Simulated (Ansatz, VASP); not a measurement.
# SrO in VASP and in Ansatz

File INCAR:

```
SYSTEM = SrO
PREC = Accurate
ENCUT = 600
EDIFF = 1E-6
ISMEAR = -1
SIGMA = 0.05
LREAL = .False.
LASPH = .True.
NELM = 60
ALGO = Normal
ISIF = 3
LWAVE = .False.
LCHARG = .False.
GGA = PE
IVDW = 12
IBRION = 2
NSW = 80
EDIFFG = -0.02
```

File KPOINTS:

```
regular mesh
0
Gamma
  9 9 9
  0 0 0
```

File POSCAR:

```
SrO
1.0
    0.0000000000      2.5663000000      2.5663000000
    2.5663000000      0.0000000000      2.5663000000
    2.5663000000      2.5663000000      0.0000000000
Sr O
1 1
Direct
    0.5000000000      0.5000000000      0.5000000000
    0.0000000000      0.0000000000      0.0000000000
```

File input.yaml:

```yaml
crystal:
  lattice:
    - [0.0, 2.5663, 2.5663]
    - [2.5663, 0.0, 2.5663]
    - [2.5663, 2.5663, 0.0]
  atoms:
    - { symbol: Sr, position: [0.5, 0.5, 0.5] }
    - { symbol: O, position: [0.0, 0.0, 0.0] }
kpoints:
  mp_grid: { grid: [9, 9, 9] }
scf:
  occupations: { method: fermi_dirac, width: 0.05 }
hamiltonian:
  xc: pbe
  dispersion: d3bj
  pseudopotentials: { kind: all_electron, lapw: { basis_error: 0.001 } }
output:
  forces: true
  stress: true
relax:
  f_tol: 0.02
  max_steps: 60
  cell: {}
```

Alike in both runs: task relaxation of cell and atoms; functional PBE; dispersion D3(BJ); k mesh 9 × 9 × 9; occupations fermi-dirac, width 0.05 eV; no spin polarisation.

|  | VASP | Ansatz |
| --- | --- | --- |
| version | VASP 6.6.1 | Ansatz 0.2.0 |
| potentials or method | VASP PAW PBE potentials, release 64 (Sr_sv, O), cutoff 600 eV | all-electron LAPW, scalar-relativistic |

|  | VASP | Ansatz | Ansatz less VASP |
| --- | --- | --- | --- |
| relaxed volume (Å³/atom) | 17.16 | 17.07 | -0.089 |
| relaxed cell length with the largest relative difference (Å) | 3.648 | 3.641 | -0.0063 |

Ansatz ran all-electron here, and VASP with PAW potentials.
